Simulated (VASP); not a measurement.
Here is a VASP 6.6.1 calculation.

INCAR

```
SYSTEM = HfN
PREC = Accurate ; ENCUT = 600
EDIFF = 1E-6 ; ISMEAR = -1
SIGMA = 0.01 ; LREAL = .False.
LASPH = .True. ; NELM = 120
ALGO = Normal ; ISIF = 2
LWAVE = .False. ; LCHARG = .True.
GGA = CA ; LELF = .True.
LVHAR = .True. ; NBANDS = 14
GGA_COMPAT = .False.
```

File KPOINTS:

```
Automatic mesh
0
Gamma
  10 10 10
  0 0 0
```

File POSCAR:

```
HfN
1.0
    0.0000000000      2.2560000000      2.2560000000
    2.2560000000      0.0000000000      2.2560000000
    2.2560000000      2.2560000000      0.0000000000
Hf N
1 1
Direct
    0.0000000000      0.0000000000      0.0000000000
    0.5000000000      0.5000000000      0.5000000000
```

Potentials or basis: VASP PAW LDA potentials, release 64 (Hf_pv, N).

Launch:

```console
$ cat potpaw_LDA.64/Hf_pv/POTCAR potpaw_LDA.64/N/POTCAR > POTCAR
$ mpirun -np 1 vasp_std > vasp.out
```

(1) Predict the pressure.

(2) Estimate the band gap on the k mesh.

Results:

(1) -9.6 GPa.

(2) zero (an odd number of electrons rules out a gap without spin polarisation).

Caveat: the cell stands under tension; spin-orbit coupling is left out, which moves the levels of the heavy elements; an odd number of electrons without spin polarisation forces a metal; a magnetic or distorted state may lie lower.
